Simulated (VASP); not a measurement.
Input of a VASP 6.6.1 run:

INCAR

```
SYSTEM = ScAl
ALGO = Normal
EDIFF = 1E-7
EDIFFG = -0.002
ENCUT = 600
GGA = PS
IBRION = 2
ISIF = 3
ISMEAR = -1
LASPH = .TRUE.
LCHARG = .FALSE.
LREAL = .FALSE.
LWAVE = .FALSE.
NELM = 60
NSW = 100
PREC = Accurate
PSTRESS = 10.0
SIGMA = 0.1
```

Contents of KPOINTS:

```
k-points
0
G
  14 14 14
  0 0 0
```

Contents of POSCAR:

```
ScAl
1.0
    3.3464246974      0.0000000000      0.0000000000
    0.0000000000      3.3464246974      0.0000000000
    0.0000000000      0.0000000000      3.3464246974
Sc Al
1 1
Direct
    0.5000000000      0.5000000000      0.5000000000
    0.0000000000      0.0000000000      0.0000000000
```

Potentials or basis: VASP PAW PBE potentials, release 64 (Sc_sv, Al).

Run with:

```console
$ cat potpaw_PBE.64/Sc_sv/POTCAR potpaw_PBE.64/Al/POTCAR > POTCAR
$ mpirun -np 1 vasp_std > vasp.out
```

**Question.** What does it give for the band gap on the k mesh?

**Answer.** Zero (bands 7 and 8 overlap by 1.17 eV).

**Question.** Predict the relaxed volume.

**Answer.** 18.54 Å³/atom.

**Question.** Predict the relaxed cell.

**Answer.** a = 3.335 Å, b = 3.335 Å, c = 3.335 Å, α = 90.00°, β = 90.00°, γ = 90.00°.

**Question.** Estimate the space group after relaxing (to 0.1 Å).

**Answer.** Pm-3m (No. 221).

Step by step:
| step | energy change (eV) | largest force (eV/Å) | pressure (GPa) | volume (Å³) |
| --- | --- | --- | --- | --- |
| 1 | 0.0000 | 0.0000 | 0.12 | 37.48 |
| 2 | 0.0026 | 0.0000 | 1.37 | 36.92 |
| 3 | 0.0014 | 0.0000 | 1.00 | 37.08 |

Caveat: the cell is relaxed towards a set pressure, so the run minimises the enthalpy, not the energy; the PAW data sets were made with another functional, which shifts forces and pressure a little.
